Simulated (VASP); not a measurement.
A run of VASP 6.6.1:

The input INCAR:

```
PREC = Accurate
ENCUT = 520
EDIFF = 1E-6
ISMEAR = 0
SIGMA = 0.05
LREAL = False
LASPH = True
NELM = 80
ALGO = Normal
ISIF = 2
LWAVE = False
LCHARG = False
NBANDS = 23
```

Contents of KPOINTS:

```
Automatic mesh
0
Gamma
  8 8 8
```

POSCAR

```
CsO
1.0
   -2.1610000000      3.1185500000      3.7585000000
    2.1610000000     -3.1185500000      3.7585000000
    2.1610000000      3.1185500000     -3.7585000000
Cs O
2 2
Direct
    0.2500000000      0.2500000000      0.0000000000
    0.7500000000      0.7500000000      0.0000000000
    0.6200000000      0.0000000000      0.6200000000
    0.3800000000      0.0000000000      0.3800000000
```

Potentials or basis: VASP PAW LDA potentials, release 64 (Cs_sv, O).

Command:

```console
$ cat potpaw_LDA.64/Cs_sv/POTCAR potpaw_LDA.64/O/POTCAR > POTCAR
$ mpirun -np 1 vasp_std > vasp.out
```

Hardware: 1 thread of AMD EPYC 9R45 96-Core Processor (Zen 5) (shared host).

Estimate the wall time of this run.

Run time: 96 s on 1 thread of AMD EPYC 9R45 96-Core Processor (Zen 5), on a shared host, peak memory 0.3 GiB. Counts: scf iterations 15, k points 95.
